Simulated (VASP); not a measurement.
Pt:

```
Pt
1.0
     0.00000    1.96000    1.96000
     1.96000    0.00000    1.96000
     1.96000    1.96000    0.00000
Pt
1
Cartesian
  0.0000 0.0000 0.0000
```

* Program: VASP 6.6.1
* Task: relaxation of cell and atoms
* Functional: LDA
* Potentials or basis: VASP PAW LDA potentials, release 64 (Pt)
* Cutoff: 500 eV
* k mesh: 9 × 9 × 9
* Occupations: gaussian, width 0.05 eV
* Spin: no spin polarisation

At the start: pressure -5.7 GPa; volume 15.06 Å³/atom.

Q: Where does the relaxation end?

A: Over 3 steps the energy falls by 5.2 meV/atom and the volume is 14.78 Å³/atom (-1.9 %); space group Fm-3m (No. 225, to 0.1 Å) before and after.

The path:
```
step  energy change (eV)  largest force (eV/Å)  pressure (GPa)  volume (Å³)
   1              0.0000                0.0000           -5.65        15.06
   2              0.0471                0.0000           21.21        13.93
   3             -0.0052                0.0000           -0.14        14.78
```

Final structure:
```
CELL_PARAMETERS angstrom
0.00000 1.94776 1.94776
1.94776 0.00000 1.94776
1.94776 1.94776 0.00000
ATOMIC_POSITIONS crystal
Pt 0.00000 0.00000 0.00000
```
